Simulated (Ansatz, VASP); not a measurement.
**Two plane-wave programs on GaAs**

File POSCAR:

```
GaAs
1.0
    0.0000000000      2.7961928754      2.7961928754
    2.7961928754      0.0000000000      2.7961928754
    2.7961928754      2.7961928754      0.0000000000
Ga As
1 1
Direct
    0.0000000000      0.0000000000      0.0000000000
    0.2500000000      0.2500000000      0.2500000000
```

INCAR.step1

```
PREC = Accurate
ENCUT = 400
EDIFF = 1E-5
ISMEAR = -1
SIGMA = 0.05
LREAL = False
LASPH = True
NELM = 120
ALGO = Normal
ISIF = 2
LWAVE = True
LCHARG = False
NBANDS = 16
GGA = PE
GGA_COMPAT = False
```

File INCAR.step2:

```
PREC = Accurate
ENCUT = 400
EDIFF = 1E-6
ISMEAR = -1
SIGMA = 0.05
LREAL = False
LASPH = True
NELM = 120
ALGO = Normal
ISIF = 2
LWAVE = False
LCHARG = False
GGA = PE
LHFCALC = True
HFSCREEN = 0.2079
PRECFOCK = Normal
NBANDS = 16
ISTART = 1
GGA_COMPAT = False
```

The input KPOINTS:

```
regular mesh
0
Gamma
  4 4 4
```

Input for Ansatz:

```yaml
crystal:
  lattice:
    - [0.0, 2.796192875379, 2.796192875379]
    - [2.796192875379, 0.0, 2.796192875379]
    - [2.796192875379, 2.796192875379, 0.0]
  atoms:
    - { symbol: Ga, position: [0.0, 0.0, 0.0] }
    - { symbol: As, position: [0.25, 0.25, 0.25] }
kpoints:
  mp_grid: { grid: [4, 4, 4] }
hamiltonian:
  xc: hse06
  pseudopotentials: { kind: paw }
scf:
  occupations: { method: fermi_dirac, width: 0.05 }
  convergence: { dr2_threshold: "1e-10 eV" }
  exx: { energy_threshold: "2e-8 eV" }
output:
  forces: true
  stress: true
  eigenvalues: true
```

Alike in both runs: task single point; functional HSE06; k mesh 4 × 4 × 4; occupations fermi-dirac, width 0.05 eV; no spin polarisation.

|  | VASP | Ansatz |
| --- | --- | --- |
| version | VASP 6.6.1 | Ansatz 0.2.0 development build |
| potentials or method | VASP PAW PBE potentials, release 64 (Ga_d, As) | plane waves, PAW datasets (generated soft set 1) |
| plane-wave cutoff (eV) | 400 | 420 |
| valence electrons in the cell | 18 | 28 |

```tsv
	VASP	Ansatz	Ansatz less VASP
gap on the k mesh at the Fermi level (eV)	1.75	1.75	+0.001
```

The functional is the same, so the differences come from potentials, cutoffs and numerics. VASP's potentials hold 18 valence electrons a cell and Ansatz's 28, so a difference there can come from the potentials and not from the codes.

The k mesh is coarse, so the values compare programs but aren't converged.
